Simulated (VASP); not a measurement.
# Ru in VASP: a series of runs

Runs on Ru. Level: PBEsol. Tasks: single point.

Everything below comes from runs of VASP 6.6.1. Logs are shortened: lines on timing, memory, paths and dates and some standing lists are left out, and cuts for length are marked.

**1. The cell of the first run**

The cell holds a slab with vacuum, 12 atoms: a = 5.400 Å, b = 5.400 Å, c = 15.277 Å, α = 90.00°, β = 90.00°, γ = 60.00°.

**2. Single point, PBEsol**

INCAR reads:

```
SYSTEM = Ru
PREC = Accurate
ENCUT = 520
EDIFF = 1E-7
ISMEAR = -1
SIGMA = 0.1
LREAL = .False.
LASPH = .True.
NELM = 60
ALGO = Normal
ISIF = 2
LWAVE = .False.
LCHARG = .True.
GGA = PS
LELF = .True.
LVHAR = .True.
NBANDS = 96
```

KPOINTS reads:

```
regular mesh
0
Gamma
  2 2 1
  0 0 0
```

POSCAR reads:

```
Ru
1.0
    5.4000000000      0.0000000000      0.0000000000
    2.7000000000      4.6765370000      0.0000000000
    0.0000000000      0.0000000000     15.2768000000
Ru
12
Direct
    0.0000000000      0.0000000000      0.0654587348
    0.5000000000      0.0000000000      0.0654587348
   -0.0000033679      0.5000067358      0.0654587348
    0.4999966321      0.5000067358      0.0654587348
   -0.1551840707      0.3242570304      0.1924028592
    0.3657943999      0.2938926817      0.1919642857
   -0.1526626389      0.8034363889      0.2006833892
    0.3559508705      0.8065797405      0.1933258274
    0.0255446627     -0.0283115476      0.3181490888
    0.4953165603     -0.0297442317      0.3296043674
    0.0060173776      0.4593356152      0.3264754399
    0.5450472153      0.4787944584      0.3218605991
```

Potentials or basis: VASP PAW PBE potentials, release 64 (Ru_pv).

On the command line:

```
$ cat potpaw_PBE.64/Ru_pv/POTCAR > POTCAR
$ mpirun -np 1 vasp_std > vasp.out
```

OUTCAR:

```text
SYSTEM = Ru
   PREC = Accurate
   ENCUT = 520
   EDIFF = 1E-7
   ISMEAR = -1
   LREAL = .False.
   LASPH = .True.
   NELM = 60
   ISIF = 2
   GGA = PS

 ion  position               nearest neighbor table
   1  0.000  0.000  0.065-   5 2.46   8 2.57   7 2.64   4 2.70   3 2.70   2 2.70   2 2.70   4 2.70
                             3 2.70
   2  0.500  0.000  0.065-   6 2.37   8 2.51   7 2.63   4 2.70   3 2.70   1 2.70   1 2.70   3 2.70
                             4 2.70
   3  1.000  0.500  0.065-   5 2.48   7 2.51   6 2.58   2 2.70   1 2.70   4 2.70   4 2.70   1 2.70
                             2 2.70
   4  0.500  0.500  0.065-   8 2.42   6 2.51   5 2.52   2 2.70   1 2.70   3 2.70   3 2.70   2 2.70
                             1 2.70
   5  0.845  0.324  0.192-  12 2.42   1 2.46  11 2.47   3 2.48   4 2.52   9 2.53   7 2.60   8 2.62
                             6 2.67   6 2.73   8 2.78   7 2.81
   6  0.366  0.294  0.192-   2 2.37   4 2.51   3 2.58  10 2.60  12 2.62   7 2.63  11 2.66   8 2.66
                             5 2.67   5 2.73   8 2.74   7 2.78
   7  0.847  0.803  0.201-   9 2.42   3 2.51  11 2.51  10 2.57   5 2.60   6 2.63   2 2.63   1 2.64
                             8 2.65   8 2.76   6 2.78   5 2.81
   8  0.356  0.807  0.193-   4 2.42   9 2.45  12 2.49   2 2.51  10 2.52   1 2.57   5 2.62   7 2.65
                             6 2.66   6 2.74   7 2.76   5 2.78
   9  0.026  0.972  0.318-   7 2.42   8 2.45   5 2.53  10 2.54  11 2.59  12 2.67  12 2.74  11 2.82
                            10 2.87
  10  0.495  0.970  0.330-   8 2.52  12 2.53   9 2.54   7 2.57   6 2.60  11 2.64  11 2.76   9 2.87
                            12 2.89
  11  0.006  0.459  0.326-  12 2.44   5 2.47   7 2.51   9 2.59  10 2.64   6 2.66  10 2.76   9 2.82
                            12 2.97
  12  0.545  0.479  0.322-   5 2.42  11 2.44   8 2.49  10 2.53   6 2.62   9 2.67   9 2.74  10 2.89
                            11 2.97

  LATTYP: Found a hexagonal cell.
 ALAT       =     5.3999998437
 C/A-ratio  =     2.8290371189

  Lattice vectors:

 A1 = (  -2.7000000000,  -4.6765370000,   0.0000000000)
 A2 = (   5.4000000000,   0.0000000000,   0.0000000000)
 A3 = (   0.0000000000,   0.0000000000,  15.2768000000)

Analysis of symmetry for initial positions (statically):
=====================================================================
 Subroutine PRICEL returns:
 Original cell was already a primitive cell.

 Routine SETGRP: Setting up the symmetry group for a
 hexagonal supercell.

 Subroutine GETGRP returns: Found  1 space group operations
 (whereof  1 operations were pure point group operations)
 out of a pool of 24 trial point group operations.

The static configuration has the point symmetry C_1 .

Analysis of symmetry for dynamics (positions and initial velocities):
=====================================================================
 Subroutine PRICEL returns:
 Original cell was already a primitive cell.

 Routine SETGRP: Setting up the symmetry group for a
 hexagonal supercell.

 Subroutine GETGRP returns: Found  1 space group operations
 (whereof  1 operations were pure point group operations)
 out of a pool of 24 trial point group operations.

The dynamic configuration has the point symmetry C_1 .

 Subroutine INISYM returns: Found  1 space group operations
 (whereof  1 operations are pure point group operations),
 and found     1 'primitive' translations

----------------------------------------------------------------------------------------

                                     Primitive cell

  volume of cell :     385.7896

  direct lattice vectors                    reciprocal lattice vectors
     5.400000000  0.000000000  0.000000000     0.185185185 -0.106916721  0.000000000
     2.700000000  4.676537000  0.000000000     0.000000000  0.213833441  0.000000000
     0.000000000  0.000000000 15.276800000     0.000000000  0.000000000  0.065458735

  length of vectors
     5.400000000  5.399999844 15.276800000     0.213833435  0.213833441  0.065458735

  position of ions in fractional coordinates (direct lattice)
     0.000000000  0.000000000  0.065458735
     0.500000000  0.000000000  0.065458735
     0.999996632  0.500006736  0.065458735
     0.499996632  0.500006736  0.065458735
     0.844815929  0.324257030  0.192402859
     0.365794400  0.293892682  0.191964286
     0.847337361  0.803436389  0.200683389
     0.355950871  0.806579740  0.193325827
     0.025544663  0.971688452  0.318149089
     0.495316560  0.970255768  0.329604367
     0.006017378  0.459335615  0.326475440
     0.545047215  0.478794458  0.321860599

  ion indices of the primitive-cell ions
   primitive index   ion index
                 1           1
                 2           2
                 3           3
                 4           4
                 5           5
                 6           6
                 7           7
                 8           8
                 9           9
                10          10
                11          11
                12          12

----------------------------------------------------------------------------------------

 KPOINTS: regular mesh

Automatic generation of k-mesh.
 Grid dimensions read from file:
 generate k-points for:    2    2    1

 Generating k-lattice:

  Cartesian coordinates                     Fractional coordinates (reciprocal lattice)
     0.092592593 -0.053458360  0.000000000     0.500000000  0.000000000  0.000000000
     0.000000000  0.106916721  0.000000000     0.000000000  0.500000000  0.000000000
     0.000000000  0.000000000  0.065458735     0.000000000  0.000000000  1.000000000

  Length of vectors
     0.106916718  0.106916721  0.065458735

  Shift w.r.t. Gamma in fractional coordinates (k-lattice)
     0.000000000  0.000000000  0.000000000

 Subroutine IBZKPT returns following result:
 ===========================================

 Found      4 irreducible k-points:

 Following reciprocal coordinates:
            Coordinates               Weight
  0.000000  0.000000  0.000000      1.000000
  0.500000 -0.000000  0.000000      1.000000
  0.500000  0.500000  0.000000      1.000000
  0.000000  0.500000  0.000000      1.000000
   k-points           NKPTS =      4   k-points in BZ     NKDIM =      4   number of bands    NBANDS=     96
   number of dos      NEDOS =    301   number of ions     NIONS =     12
   total plane-waves  NPLWV = 192000
   dimension x,y,z NGX =    40 NGY =   40 NGZ =  120
   dimension x,y,z NGXF=    80 NGYF=   80 NGZF=  240
   ions per type =              12
   NGX,Y,Z   is equivalent  to a cutoff of  12.31, 12.31, 13.06 a.u.
   NGXF,Y,Z  is equivalent  to a cutoff of  24.63, 24.63, 26.12 a.u.
 SYSTEM =  Ru
   PREC   = accura    normal or accurate (medium, high low for compatibility)
   ISTART =      0    job   : 0-new  1-cont  2-samecut
   ICHARG =      2    charge: 1-file 2-atom 10-const
   ISPIN  =      1    spin polarized calculation?
   LNONCOLLINEAR =      F non collinear calculations
   LSORBIT =      F    spin-orbit coupling
   LASPH  =      T    aspherical Exc in radial PAW
   ENCUT  =  520.0 eV  38.22 Ry    6.18 a.u.  10.04 10.04 28.40*2*pi/ulx,y,z
   NELM   =     60;   NELMIN=  2; NELMDL= -5     # of ELM steps
   EDIFF  = 0.1E-06   stopping-criterion for ELM
   LREAL  =      F    real-space projection
   EDIFFG = 0.1E-05   stopping-criterion for IOM
   NSW    =      0    number of steps for IOM
   IBRION =     -1    ionic relax: 0-MD 1-quasi-New 2-CG
   NFREE  =      0    steps in history (QN), initial steepest desc. (CG)
   ISIF   =      2    stress and relaxation
   ISYM   =      2    0-nonsym 1-usesym 2-fastsym
   POTIM  = 0.5000    time-step for ionic-motion
   TEBEG  =    0.0;   TEEND  =   0.0 temperature during run
   PSTRESS=    0.0 pullay stress
   NELECT =     168.0000    total number of electrons
   NUPDOWN=      -1.0000    fix difference up-down
   EMIN   =  10.00;   EMAX   =-10.00  energy-range for DOS
   EFERMI =   0.00;   METHOD = LEGACY
   ISMEAR =    -1;   SIGMA  =   0.10  broadening in eV -4-tet -1-fermi 0-gaus
   EFERMI_NEDOS =   21; number of points for ismear=-14 and -15
   IALGO  =     38    algorithm
   IMIX   =      4    mixing-type and parameters
     AMIX     =   0.40;   BMIX     =  1.00
     AMIX_MAG =   1.60;   BMIX_MAG =  1.00
  volume/ion in A,a.u.               =      32.15       216.95
  Fermi-wavevector in a.u.,A,eV,Ry     =   1.240874  2.344912 20.949826  1.539769
  Thomas-Fermi vector in A             =   2.375296
   LORBIT       =      0    0 simple, 1 ext, 2 COOP (PROOUT), +10 PAW based schemes
   GGA     = PS    functional components
   LHFCALC =     F    Hartree Fock is set to
   AEXX    =    0.0000 exact exchange contribution
   IVDW    =     0    specifies the selected vdW correction
   LEPSILON=     F    determine dielectric tensor
   LRPA    =     F    only Hartree local field effects (RPA)
 non-spin polarized calculation
  energy-cutoff  :      520.00
  volume of cell :      385.79
 maximum number of plane-waves:     10388
   NGX = 21   NGY = 21   NGZ = 57

 number of electron     167.9999989 magnetization

 Free energy of the ion-electron system (eV)
  ---------------------------------------------------
  ext. energy  EPLUGINS =         0.00000000
  ---------------------------------------------------
  free energy    TOTEN  =      -112.65047765 eV

  energy without entropy =     -112.20279408  energy(sigma->0) =     -112.42663587

 E-fermi :   2.6344     XC(G=0):  -7.1501

 val. band max:        2.5874638170   @ k =   0.0000   0.0000   0.0000
 cond. band min:       2.6543942835   @ k =   0.5000   0.5000   0.0000
 fundamental gap:      0.0669304665
 Fermi energy:         2.6344440336

 k-point     1 :       0.0000    0.0000    0.0000
  band No.  band energies     occupation
      1     -41.4209      2.00000
      2     -41.3746      2.00000
      3     -41.3254      2.00000
      4     -41.2627      2.00000
      5     -41.1961      2.00000
      6     -41.0732      2.00000
[... 385 lines left out ...]
     95       3.8892      0.00001
     96       3.9434      0.00000

------------------------ aborting loop because EDIFF is reached ----------------------------------------

  FORCE on cell =-STRESS in cart. coord.  units (eV):
  Direction    XX          YY          ZZ          XY          YZ          ZX
  --------------------------------------------------------------------------------------
  -------------------------------------------------------------------------------------
  Total       -3.1355111     -4.4418529     17.2723902      1.7889416      5.8011522     -1.0063281
  in kB      -13.0217215    -18.4469355     71.7319265      7.4294422     24.0920809     -4.1792625
  external PRESSURE =      13.4210898 kB  Pullay stress =       0.0000000 kB

 VOLUME and BASIS-vectors are now :
 -----------------------------------------------------------------------------
  energy-cutoff  :      520.00
  volume of cell :      385.79
      direct lattice vectors                 reciprocal lattice vectors
     5.400000000  0.000000000  0.000000000     0.185185185 -0.106916721  0.000000000
     2.700000000  4.676537000  0.000000000     0.000000000  0.213833441  0.000000000
     0.000000000  0.000000000 15.276800000     0.000000000  0.000000000  0.065458735

 POSITION                                       TOTAL-FORCE (eV/Angst)
 -----------------------------------------------------------------------------------
      0.00000      0.00000      1.00000         0.043766     -0.596997     -0.457887
      2.70000      0.00000      1.00000         0.303397     -1.081486     -1.551914
      6.75000      2.33830      1.00000         0.391331     -0.332505     -0.775031
      4.05000      2.33830      1.00000         0.104894     -0.605130     -1.506420
      5.43750      1.51640      2.93930         0.188276     -0.961767     -0.298721
      2.76880      1.37440      2.93260        -0.902062      1.855873      1.671885
      6.74490      3.75730      3.06580        -0.037794      0.474009     -1.826990
      4.09990      3.77200      2.95340        -0.287019      0.913728     -0.039204
      2.76150      4.54414      4.86030        -0.146590      0.492891      2.412812
      5.29440      4.53744      5.03530         1.139675      0.119588     -0.016977
      1.27270      2.14810      4.98750         1.439207      0.316208      0.646134
      4.23600      2.23910      4.91700        -2.237082     -0.594410      1.742313
 -----------------------------------------------------------------------------------
    total drift:                               -0.000407     -0.000043     -0.001931

  FREE ENERGIE OF THE ION-ELECTRON SYSTEM (eV)
  ---------------------------------------------------
  free  energy   TOTEN  =      -112.6504776475 eV

  energy  without entropy=     -112.2027940850  energy(sigma->0) =     -112.42663587
```

It took 13 min on 1 thread of Intel Xeon Platinum 8259CL at 2.50GHz (Skylake/Cascade Lake), shared host; peak memory 0.48 GiB.

What came out:

- Free energy: -112.6505 eV
- Largest force: 2.897 eV/Å
- Band gap on the k mesh: zero (bands 84 and 85 overlap by 0.92 eV)

Forces in eV/Å, atoms in the order of the input:
```
Ru   0.044 -0.597 -0.458
Ru   0.303 -1.081 -1.552
Ru   0.391 -0.333 -0.775
Ru   0.105 -0.605 -1.506
Ru   0.188 -0.962 -0.299
Ru  -0.902  1.856  1.672
Ru  -0.038  0.474 -1.827
Ru  -0.287  0.914 -0.039
Ru  -0.147  0.493  2.413
Ru   1.140  0.120 -0.017
Ru   1.439  0.316  0.646
Ru  -2.237 -0.594  1.742
```

Levels at points of the mesh, in eV from the Fermi level:
| k point | band 82 | band 83 | band 84 | band 85 | band 86 | band 87 | band 88 | band 89 |
| --- | --- | --- | --- | --- | --- | --- | --- | --- |
| (0.00, 0.00, 0.00) | 0.50 | 0.66 | 0.74 | 0.82 | 1.06 | 1.15 | 1.19 | 1.27 |
| (0.50, 0.00, 0.00) | -0.57 | -0.33 | -0.29 | -0.18 | -0.15 | 0.07 | 0.30 | 0.39 |
| (0.50, 0.50, 0.00) | -0.60 | -0.42 | -0.22 | -0.13 | 0.02 | 0.27 | 0.32 | 0.39 |
| (0.00, 0.50, 0.00) | -0.45 | -0.24 | -0.21 | -0.17 | -0.10 | 0.18 | 0.29 | 0.40 |

Caveat: the k points lie up to 0.67 Å⁻¹ apart, too coarse for converged energies and pressures of a metal; the atoms stand as in a frame of molecular dynamics; there is no dipole correction, which matters where the two faces differ; the PAW data sets were made with another functional, which shifts forces and pressure a little.

(Continued in part 2 of 2.)

The gap in the log of VASP goes by the Fermi energy; the results here count the filled bands.